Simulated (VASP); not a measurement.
# MgO (MgO (100), 4 layers) in VASP: a series of runs

Runs on MgO (MgO (100), 4 layers). Level: PBE. Tasks: single point.

All numbers are computed with VASP 6.6.1; they aren't measurements. Logs are shortened: lines on timing, memory, paths and dates and some standing lists are left out, and cuts for length are marked.

## Step 1: The cell of the first run

The cell holds a slab with vacuum, 8 atoms: a = 3.008 Å, b = 3.008 Å, c = 22.381 Å, α = 90.00°, β = 90.00°, γ = 90.00°.

## Step 2: Single point, PBE

Contents of INCAR:

```
SYSTEM = MgO
PREC = Accurate ; ENCUT = 520
EDIFF = 1E-6 ; ISMEAR = -1
SIGMA = 0.02 ; LREAL = .FALSE.
LASPH = .TRUE. ; NELM = 60
ALGO = Normal ; ISIF = 2
LWAVE = .FALSE. ; LCHARG = .FALSE.
LDIPOL = .TRUE. ; IDIPOL = 3
DIPOL = 0.5 0.5 0.500 ; GGA = PE
NBANDS = 26
```

Contents of KPOINTS:

```
Automatic mesh
0
G
  10 10 1
  0 0 0
```

Contents of POSCAR:

```
MgO
1.0
    3.0079491114      0.0000000000      0.0000000000
    0.0000000000      3.0079491114      0.0000000000
    0.0000000000      0.0000000000     22.3808000000
Mg O
4 4
Direct
    0.0000000000      0.0000000000      0.3574487140
    0.5000000000      0.5000000000      0.4524829043
    0.0000000000      0.0000000000      0.5475170951
    0.5000000000      0.5000000000      0.6425512860
    0.5000000000      0.5000000000      0.3574487140
    0.0000000000      0.0000000000      0.4524829043
    0.5000000000      0.5000000000      0.5475170951
    0.0000000000      0.0000000000      0.6425512860
```

Potentials or basis: VASP PAW PBE potentials, release 64 (Mg, O).

On the command line:

```console
$ cat potpaw_PBE.64/Mg/POTCAR potpaw_PBE.64/O/POTCAR > POTCAR
$ mpirun -np 1 vasp_std > vasp.out
```

OUTCAR:

```text
SYSTEM = MgO
   PREC = Accurate
   ENCUT = 520
   EDIFF = 1E-6
   ISMEAR = -1
   LREAL = .FALSE.
   LASPH = .TRUE.
   NELM = 60
   ISIF = 2
   GGA = PE

 ion  position               nearest neighbor table
   1  0.000  0.000  0.357-   6 2.13   5 2.13   5 2.13   5 2.13   5 2.13   2 3.01   2 3.01   2 3.01
                             2 3.01
   2  0.500  0.500  0.452-   5 2.13   6 2.13   6 2.13   6 2.13   6 2.13   7 2.13   1 3.01   1 3.01
                             1 3.01   1 3.01   3 3.01   3 3.01   3 3.01   3 3.01
   3  0.000  0.000  0.548-   7 2.13   7 2.13   7 2.13   7 2.13   6 2.13   8 2.13   2 3.01   2 3.01
                             2 3.01   2 3.01   4 3.01   4 3.01   4 3.01   4 3.01
   4  0.500  0.500  0.643-   8 2.13   8 2.13   8 2.13   8 2.13   7 2.13   3 3.01   3 3.01   3 3.01
                             3 3.01
   5  0.500  0.500  0.357-   2 2.13   1 2.13   1 2.13   1 2.13   1 2.13
   6  0.000  0.000  0.452-   1 2.13   2 2.13   2 2.13   2 2.13   2 2.13   3 2.13
   7  0.500  0.500  0.548-   3 2.13   3 2.13   3 2.13   3 2.13   2 2.13   4 2.13
   8  0.000  0.000  0.643-   4 2.13   4 2.13   4 2.13   4 2.13   3 2.13

  LATTYP: Found a simple tetragonal cell.
 ALAT       =     3.0079491114
 C/A-ratio  =     7.4405514093

  Lattice vectors:

 A1 = (   3.0079491114,   0.0000000000,   0.0000000000)
 A2 = (   0.0000000000,   3.0079491114,   0.0000000000)
 A3 = (   0.0000000000,   0.0000000000,  22.3808000000)

Analysis of symmetry for initial positions (statically):
=====================================================================
 Subroutine PRICEL returns:
 Original cell was already a primitive cell.

 Routine SETGRP: Setting up the symmetry group for a
 simple tetragonal supercell.

 Subroutine GETGRP returns: Found 16 space group operations
 (whereof  8 operations were pure point group operations)
 out of a pool of 16 trial point group operations.

The static configuration has the point symmetry C_4v.
 The point group associated with its full space group is D_4h.

Analysis of symmetry for dynamics (positions and initial velocities):
=====================================================================
 Subroutine PRICEL returns:
 Original cell was already a primitive cell.

 Routine SETGRP: Setting up the symmetry group for a
 simple tetragonal supercell.

 Subroutine GETGRP returns: Found 16 space group operations
 (whereof  8 operations were pure point group operations)
 out of a pool of 16 trial point group operations.

The dynamic configuration has the point symmetry C_4v.
 The point group associated with its full space group is D_4h.

 Subroutine INISYM returns: Found 16 space group operations
 (whereof  8 operations are pure point group operations),
 and found     1 'primitive' translations

----------------------------------------------------------------------------------------

                                     Primitive cell

  volume of cell :     202.4961

  direct lattice vectors                    reciprocal lattice vectors
     3.007949111  0.000000000  0.000000000     0.332452433  0.000000000  0.000000000
     0.000000000  3.007949111  0.000000000     0.000000000  0.332452433  0.000000000
     0.000000000  0.000000000 22.380800000     0.000000000  0.000000000  0.044681155

  length of vectors
     3.007949111  3.007949111 22.380800000     0.332452433  0.332452433  0.044681155

  position of ions in fractional coordinates (direct lattice)
     0.000000000  0.000000000  0.357448714
     0.500000000  0.500000000  0.452482904
     0.000000000  0.000000000  0.547517095
     0.500000000  0.500000000  0.642551286
     0.500000000  0.500000000  0.357448714
     0.000000000  0.000000000  0.452482904
     0.500000000  0.500000000  0.547517095
     0.000000000  0.000000000  0.642551286

  ion indices of the primitive-cell ions
   primitive index   ion index
                 1           1
                 2           2
                 3           3
                 4           4
                 5           5
                 6           6
                 7           7
                 8           8

----------------------------------------------------------------------------------------

 KPOINTS: Automatic mesh

Automatic generation of k-mesh.
 Grid dimensions read from file:
 generate k-points for:   10   10    1

 Generating k-lattice:

  Cartesian coordinates                     Fractional coordinates (reciprocal lattice)
     0.033245243  0.000000000  0.000000000     0.100000000  0.000000000  0.000000000
     0.000000000  0.033245243  0.000000000     0.000000000  0.100000000  0.000000000
     0.000000000  0.000000000  0.044681155     0.000000000  0.000000000  1.000000000

  Length of vectors
     0.033245243  0.033245243  0.044681155

  Shift w.r.t. Gamma in fractional coordinates (k-lattice)
     0.000000000  0.000000000  0.000000000

 Subroutine IBZKPT returns following result:
 ===========================================

 Found     21 irreducible k-points:

 Following reciprocal coordinates:
            Coordinates               Weight
  0.000000  0.000000  0.000000      1.000000
  0.100000  0.000000  0.000000      4.000000
  0.200000  0.000000  0.000000      4.000000
  0.300000  0.000000  0.000000      4.000000
  0.400000  0.000000  0.000000      4.000000
  0.500000  0.000000  0.000000      2.000000
[... 13 lines left out ...]
  0.500000  0.400000  0.000000      4.000000
  0.500000  0.500000  0.000000      1.000000
   k-points           NKPTS =     21   k-points in BZ     NKDIM =     21   number of bands    NBANDS=     26
   number of dos      NEDOS =    301   number of ions     NIONS =      8
   total plane-waves  NPLWV =  96768
   dimension x,y,z NGX =    24 NGY =   24 NGZ =  168
   dimension x,y,z NGXF=    48 NGYF=   48 NGZF=  336
   ions per type =               4   4
   NGX,Y,Z   is equivalent  to a cutoff of  13.26, 13.26, 12.48 a.u.
   NGXF,Y,Z  is equivalent  to a cutoff of  26.53, 26.53, 24.96 a.u.
 SYSTEM =  MgO
   PREC   = accura    normal or accurate (medium, high low for compatibility)
   ISTART =      0    job   : 0-new  1-cont  2-samecut
   ICHARG =      2    charge: 1-file 2-atom 10-const
   ISPIN  =      1    spin polarized calculation?
   LNONCOLLINEAR =      F non collinear calculations
   LSORBIT =      F    spin-orbit coupling
   LASPH  =      T    aspherical Exc in radial PAW
   ENCUT  =  520.0 eV  38.22 Ry    6.18 a.u.   5.59  5.59 41.61*2*pi/ulx,y,z
   NELM   =     60;   NELMIN=  2; NELMDL= -5     # of ELM steps
   EDIFF  = 0.1E-05   stopping-criterion for ELM
   LREAL  =      F    real-space projection
   EDIFFG = 0.1E-04   stopping-criterion for IOM
   NSW    =      0    number of steps for IOM
   IBRION =     -1    ionic relax: 0-MD 1-quasi-New 2-CG
   NFREE  =      0    steps in history (QN), initial steepest desc. (CG)
   ISIF   =      2    stress and relaxation
   ISYM   =      2    0-nonsym 1-usesym 2-fastsym
   POTIM  = 0.5000    time-step for ionic-motion
   TEBEG  =    0.0;   TEEND  =   0.0 temperature during run
   PSTRESS=    0.0 pullay stress
   NELECT =      32.0000    total number of electrons
   NUPDOWN=      -1.0000    fix difference up-down
   EMIN   =  10.00;   EMAX   =-10.00  energy-range for DOS
   EFERMI =   0.00;   METHOD = LEGACY
   ISMEAR =    -1;   SIGMA  =   0.02  broadening in eV -4-tet -1-fermi 0-gaus
   EFERMI_NEDOS =   21; number of points for ismear=-14 and -15
   IALGO  =     38    algorithm
   IMIX   =      4    mixing-type and parameters
     AMIX     =   0.40;   BMIX     =  1.00
     AMIX_MAG =   1.60;   BMIX_MAG =  1.00
  volume/ion in A,a.u.               =      25.31       170.81
  Fermi-wavevector in a.u.,A,eV,Ry     =   0.885087  1.672572 10.658518  0.783379
  Thomas-Fermi vector in A             =   2.006074
   LORBIT       =      0    0 simple, 1 ext, 2 COOP (PROOUT), +10 PAW based schemes
   GGA     = PE    functional components
   LHFCALC =     F    Hartree Fock is set to
   AEXX    =    0.0000 exact exchange contribution
   IVDW    =     0    specifies the selected vdW correction
   LEPSILON=     F    determine dielectric tensor
   LRPA    =     F    only Hartree local field effects (RPA)
 non-spin polarized calculation
  energy-cutoff  :      520.00
  volume of cell :      202.50
 maximum number of plane-waves:      5491
 NGX is ok and might be reduce to    24
   NGX = 11   NGY = 11   NGZ = 83

 dipolmoment           0.000000      0.000000     -0.000000 electrons x Angstroem

 number of electron      31.9999982 magnetization

 dipolmoment           0.000000      0.000000      0.000000 electrons x Angstroem

 Free energy of the ion-electron system (eV)
  ---------------------------------------------------
  ext. energy  EPLUGINS =         0.00000000
  ---------------------------------------------------
  free energy    TOTEN  =       -46.60220284 eV

  energy without entropy =      -46.60220284  energy(sigma->0) =      -46.60220284

 E-fermi :  -1.3623     XC(G=0):  -4.8424

 val. band max:       -1.8710362498   @ k =   0.0000   0.0000   0.0000
 cond. band min:       1.3502535763   @ k =   0.0000   0.0000   0.0000
 fundamental gap:      3.2212898262
 Fermi energy:        -1.3623331198

 k-point     1 :       0.0000    0.0000    0.0000
  band No.  band energies     occupation
      1     -18.7177      2.00000
      2     -18.2541      2.00000
      3     -17.7462      2.00000
      4     -17.4808      2.00000
      5      -5.3946      2.00000
      6      -4.4866      2.00000
[... 18 lines left out ...]
     25       7.1733      0.00000
     26       7.6515      0.00000

 k-point     2 :       0.1000    0.0000    0.0000
  band No.  band energies     occupation
      1     -18.6542      2.00000
      2     -18.2022      2.00000
      3     -17.7117      2.00000
      4     -17.4643      2.00000
      5      -5.3393      2.00000
      6      -4.5325      2.00000
[... 543 lines left out ...]
 k-point    21 :       0.5000    0.5000    0.0000
  band No.  band energies     occupation
      1     -17.4189      2.00000
      2     -17.4189      2.00000
      3     -17.1423      2.00000
      4     -17.1423      2.00000
      5      -5.5221      2.00000
      6      -5.5221      2.00000
[... 18 lines left out ...]
     25       9.1265      0.00000
     26       9.1265      0.00000

------------------------ aborting loop because EDIFF is reached ----------------------------------------

 vacuum level on the upper side and lower side of the slab       (xc-potential included)        -0.111        -0.111

  FORCE on cell =-STRESS in cart. coord.  units (eV):
  Direction    XX          YY          ZZ          XY          YZ          ZX
  --------------------------------------------------------------------------------------
  -------------------------------------------------------------------------------------
  Total       -4.1337155     -4.1337155     -0.2459366      0.0000000      0.0000000     -0.0000000
  in kB      -32.7065387    -32.7065387     -1.9458854      0.0000000      0.0000000     -0.0000000
  external PRESSURE =     -22.4529876 kB  Pullay stress =       0.0000000 kB

 VOLUME and BASIS-vectors are now :
 -----------------------------------------------------------------------------
  energy-cutoff  :      520.00
  volume of cell :      202.50
      direct lattice vectors                 reciprocal lattice vectors
     3.007949111  0.000000000  0.000000000     0.332452433  0.000000000  0.000000000
     0.000000000  3.007949111  0.000000000     0.000000000  0.332452433  0.000000000
     0.000000000  0.000000000 22.380800000     0.000000000  0.000000000  0.044681155

 POSITION                                       TOTAL-FORCE (eV/Angst)
 -----------------------------------------------------------------------------------
      0.00000      0.00000      7.99999         0.000000     -0.000000      0.469370
      1.50397      1.50397     10.12693         0.000000     -0.000000      0.004755
      0.00000      0.00000     12.25387         0.000000      0.000000     -0.004755
      1.50397      1.50397     14.38081         0.000000      0.000000     -0.469370
      1.50397      1.50397      7.99999        -0.000000     -0.000000     -0.446921
      0.00000      0.00000     10.12693         0.000000      0.000000      0.001279
      1.50397      1.50397     12.25387        -0.000000     -0.000000     -0.001279
      0.00000      0.00000     14.38081         0.000000      0.000000      0.446921
 -----------------------------------------------------------------------------------
    total drift:                                0.000000     -0.000000      0.000023

  FREE ENERGIE OF THE ION-ELECTRON SYSTEM (eV)
  ---------------------------------------------------
  free  energy   TOTEN  =       -46.6022028376 eV

  energy  without entropy=      -46.6022028376  energy(sigma->0) =      -46.60220284

 vacuum level on the upper side and lower side of the slab         2.896         2.896
```

Run time: 63 s. Hardware: 1 thread of Intel Xeon 6975P-C (Granite Rapids), shared host; peak memory 0.33 GiB.

Results:

```
Free energy            : -46.6022 eV
Largest force          : 0.469 eV/Å
Band gap on the k mesh : 3.22 eV, direct
```

Forces in eV/Å, atoms in the order of the input:
```
Mg   0.000  0.000  0.469
Mg   0.000  0.000  0.005
Mg   0.000  0.000 -0.005
Mg   0.000  0.000 -0.469
O    0.000  0.000 -0.447
O    0.000  0.000  0.001
O    0.000  0.000 -0.001
O    0.000  0.000  0.447
```

Levels at points of the mesh, in eV from the valence-band top:
```tsv
k point	band 12	band 13	band 14	band 15	band 16	band 17	band 18	band 19	band 20	band 21
(0.00, 0.00, 0.00)	-0.54	-0.29	-0.29	0.00	0.00	3.22	3.51	4.86	5.52	5.74
(0.50, 0.00, 0.00)	-0.65	-0.53	-0.53	-0.37	-0.37	6.41	6.41	7.49	7.49	8.52
(0.50, 0.50, 0.00)	-1.49	-1.46	-1.46	-0.68	-0.68	8.10	8.10	9.51	9.51	10.22
```

## Step 3: Single point, PBE

Contents of INCAR:

```
SYSTEM = MgO
PREC = Accurate
ENCUT = 520
EDIFF = 1E-6
ISMEAR = -1
SIGMA = 0.02
LREAL = .False.
LASPH = .True.
NELM = 80
ALGO = Normal
ISIF = 2
LWAVE = .False.
LCHARG = .False.
LDIPOL = .True.
IDIPOL = 3
DIPOL = 0.5 0.5 0.500
GGA = PE
NBANDS = 26
```

Contents of KPOINTS:

```
Automatic mesh
0
Gamma
  10 10 1
  0 0 0
```

Contents of POSCAR:

```
MgO
1.0
    3.0079491114      0.0000000000      0.0000000000
    0.0000000000      3.0079491114      0.0000000000
    0.0000000000      0.0000000000     22.3808000000
Mg O
4 4
Direct
    0.0000000000      0.0000000000      0.3585462131
    0.5000000000      0.5000000000      0.4522504723
    0.0000000000      0.0000000000      0.5477495269
    0.5000000000      0.5000000000      0.6414537857
    0.5000000000      0.5000000000      0.3563276375
    0.0000000000      0.0000000000      0.4526719459
    0.5000000000      0.5000000000      0.5473280540
    0.0000000000      0.0000000000      0.6436723635
```

Potentials or basis: VASP PAW PBE potentials, release 64 (Mg, O).

On the command line:

```console
$ cat potpaw_PBE.64/Mg/POTCAR potpaw_PBE.64/O/POTCAR > POTCAR
$ mpirun -np 1 vasp_std > vasp.out
```

It took 71 s on 1 thread of Intel Xeon 6975P-C (Granite Rapids), shared host; peak memory 0.33 GiB.

Results (log left out):

| Quantity | Value |
| --- | --- |
| Free energy | -46.6256 eV |
| Largest force | 0.024 eV/Å |
| Band gap on the k mesh | 3.51 eV, direct |

Forces on the atoms (eV/Å):
```
Mg   0.000  0.000  0.024
Mg   0.000  0.000  0.004
Mg   0.000  0.000 -0.004
Mg   0.000  0.000 -0.024
O    0.000  0.000 -0.002
O    0.000  0.000  0.005
O    0.000  0.000 -0.005
O    0.000  0.000  0.002
```

Levels at points of the mesh, in eV from the valence-band top:
| k point | band 12 | band 13 | band 14 | band 15 | band 16 | band 17 | band 18 | band 19 | band 20 | band 21 |
| --- | --- | --- | --- | --- | --- | --- | --- | --- | --- | --- |
| (0.00, 0.00, 0.00) | -0.50 | -0.19 | -0.19 | 0.00 | 0.00 | 3.51 | 3.84 | 5.18 | 5.85 | 5.93 |
| (0.50, 0.00, 0.00) | -0.64 | -0.59 | -0.59 | -0.23 | -0.23 | 6.80 | 6.80 | 7.75 | 7.75 | 8.53 |
| (0.50, 0.50, 0.00) | -1.55 | -1.52 | -1.52 | -0.53 | -0.53 | 8.35 | 8.35 | 9.49 | 9.49 | 10.42 |

[end of part 1 of 2]
